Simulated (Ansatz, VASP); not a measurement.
**Two plane-wave programs on ZnSe**

INCAR

```
PREC = Accurate ; ENCUT = 520
EDIFF = 1E-6 ; ISMEAR = 0
SIGMA = 0.05 ; LREAL = F
LASPH = T ; NELM = 100
ALGO = Normal ; ISIF = 2
LWAVE = F ; LCHARG = F
GGA = PE ; NBANDS = 16
```

KPOINTS

```
regular mesh
0
Gamma
  10 10 10
```

File POSCAR:

```
ZnSe
1.0
    0.0000000000      2.9041433231      2.9041433231
    2.9041433231      0.0000000000      2.9041433231
    2.9041433231      2.9041433231      0.0000000000
Zn Se
1 1
Direct
    0.0000000000      0.0000000000      0.0000000000
    0.7500000000      0.7500000000      0.7500000000
```

Input for Ansatz:

```yaml
crystal:
  lattice:
    - [0.0, 2.9041433231, 2.9041433231]
    - [2.9041433231, 0.0, 2.9041433231]
    - [2.9041433231, 2.9041433231, 0.0]
  atoms:
    - { symbol: Zn, position: [0.0, 0.0, 0.0] }
    - { symbol: Se, position: [0.75, 0.75, 0.75] }
basis:
  ecutwfc: 420
  ecutrho_ratio: 4
kpoints:
  mp_grid: { grid: [10, 10, 10] }
hamiltonian:
  xc: pbe
scf:
  occupations: { method: gaussian, width: 0.05 }
output:
  forces: true
  stress: true
  eigenvalues: true
  write_density: true
  write_potential: true
  elf: true
  volumetric_format: npy
```

Alike in both runs: task single point; functional PBE; k mesh 10 × 10 × 10; occupations gaussian, width 0.05 eV; no spin polarisation.

|  | VASP | Ansatz |
| --- | --- | --- |
| version | VASP 6.6.1 | Ansatz 0.2.0 |
| potentials or method | VASP PAW PBE potentials, release 64 (Zn, Se), cutoff 520 eV | scalar-relativistic, plane waves, PAW |
| valence electrons in the cell | 18 | 28 |

VASP gave:

```
gap on the k mesh at the Fermi level (eV) : 1.00
least direct gap on the mesh (eV)         : 1.00
pressure (GPa)                            : -1.8
```

Question: What did Ansatz give for the same quantities?

Answer: gap on the k mesh at the Fermi level (eV): 1.00; least direct gap on the mesh (eV): 1.00; pressure (GPa): -2.0.

VASP's potentials hold 18 valence electrons a cell and Ansatz's 28, so a difference there can come from the potentials and not from the codes.
